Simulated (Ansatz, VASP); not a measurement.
**One calculation of C, two programs**

File INCAR:

```
PREC = Accurate ; ENCUT = 520
EDIFF = 1E-6 ; ISMEAR = -1
SIGMA = 0.05 ; LREAL = False
LASPH = True ; NELM = 60
ALGO = Normal ; ISIF = 2
LWAVE = False ; LCHARG = False
GGA = CA ; NBANDS = 16
```

KPOINTS

```
regular mesh
0
Gamma
  12 12 12
```

POSCAR

```
C
1.0
    1.2494161177      0.7213507319      8.3916093787
   -1.2494161177      0.7213507319      8.3916093787
    0.0000000000     -1.4427014637      8.3916093787
C
4
Direct
    0.0871730800      0.0871730800      0.0871730800
    0.7538500600      0.7538500600      0.7538500600
    0.2461499400      0.2461499400      0.2461499400
    0.9128269200      0.9128269200      0.9128269200
```

File input.yaml:

```yaml
crystal:
  lattice:
    - [1.2494161177, 0.7213507319, 8.3916093787]
    - [-1.2494161177, 0.7213507319, 8.3916093787]
    - [0.0, -1.4427014637, 8.3916093787]
  atoms:
    - { symbol: C, position: [0.08717308, 0.08717308, 0.08717308] }
    - { symbol: C, position: [0.75385006, 0.75385006, 0.75385006] }
    - { symbol: C, position: [0.24614994, 0.24614994, 0.24614994] }
    - { symbol: C, position: [0.91282692, 0.91282692, 0.91282692] }
kpoints:
  mp_grid: { grid: [12, 12, 12] }
scf:
  occupations: { method: fermi_dirac, width: 0.05 }
hamiltonian:
  xc: lda
  pseudopotentials: { kind: all_electron, lapw: { basis_error: 0.002 } }
output:
  forces: true
  stress: true
  eigenvalues: true
```

Change from the starting cell: volume scaled by 1.04.

Alike in both runs: task single point; functional LDA; k mesh 12 × 12 × 12; occupations fermi-dirac, width 0.05 eV; no spin polarisation.

|  | VASP | Ansatz |
| --- | --- | --- |
| version | VASP 6.6.1 | Ansatz 0.2.0 |
| potentials or method | VASP PAW LDA potentials, release 64 (C), cutoff 520 eV | all-electron LAPW, scalar-relativistic |

```tsv
	VASP	Ansatz	Ansatz less VASP
gap on the k mesh at the Fermi level (eV)	0.18	0.18	-0.001
least direct gap on the mesh (eV)	0.18	0.18	-0.001
pressure (GPa)	-13.3	-13.9	-0.58
traceless stress, the component that is largest in VASP (GPa)	12.37	13.02	+0.658
rms of the force components (eV/Å)	0.004	0.004	0.0000
```

LDA's correlation is that of Perdew and Zunger in VASP and of Perdew and Wang (1992) in Ansatz. Atom by atom the forces differ by 0.000 eV/Å (rms over components). Ansatz ran all-electron here, and VASP with PAW potentials.
